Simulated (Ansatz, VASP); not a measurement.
Rh: VASP beside Ansatz

INCAR

```
PREC = Accurate
ENCUT = 600
EDIFF = 1E-6
ISMEAR = 1
SIGMA = 0.1
LREAL = False
LASPH = True
NELM = 100
ALGO = Normal
ISIF = 3
LWAVE = False
LCHARG = False
GGA = PE
IBRION = 2
NSW = 60
EDIFFG = -0.005
```

KPOINTS

```
regular mesh
0
Gamma
  24 24 24
```

The input POSCAR:

```
Rh
1.0
    0.0000000000      1.9000000000      1.9000000000
    1.9000000000      0.0000000000      1.9000000000
    1.9000000000      1.9000000000      0.0000000000
Rh
1
Direct
    0.0000000000      0.0000000000      0.0000000000
```

Input for Ansatz:

```yaml
crystal:
  lattice:
    - [0.0, 1.9, 1.9]
    - [1.9, 0.0, 1.9]
    - [1.9, 1.9, 0.0]
  atoms:
    - { symbol: Rh, position: [0.0, 0.0, 0.0] }
kpoints:
  mp_grid: { grid: [24, 24, 24] }
scf:
  occupations: { method: cold, width: 0.1 }
hamiltonian:
  xc: pbe
  pseudopotentials: { kind: paw }
output:
  forces: true
  stress: true
  populations: false
relax:
  f_tol: 0.005
  max_steps: 40
  cell: {}
```

Alike in both runs: task relaxation of cell and atoms; functional PBE; k mesh 24 × 24 × 24; no spin polarisation.

```csv
,VASP,Ansatz
version,VASP 6.6.1,Ansatz 0.2.0
potentials or method,"VASP PAW PBE potentials, release 64 (Rh_pv)","plane-wave PAW, scalar-relativistic"
plane-wave cutoff (eV),600,420
occupations,"methfessel-paxton of order 1, width 0.1 eV","cold, width 0.1 eV"
valence electrons in the cell,15,17
```

VASP gave:

* relaxed volume (Å³/atom): 14.03
* relaxed cell length with the largest relative difference (Å): 2.707

Problem. Which values does Ansatz return?

Solution. Relaxed volume (Å³/atom): 14.04; relaxed cell length with the largest relative difference (Å): 2.708.

VASP's potentials hold 15 valence electrons a cell and Ansatz's 17, so a difference there can come from the potentials and not from the codes.
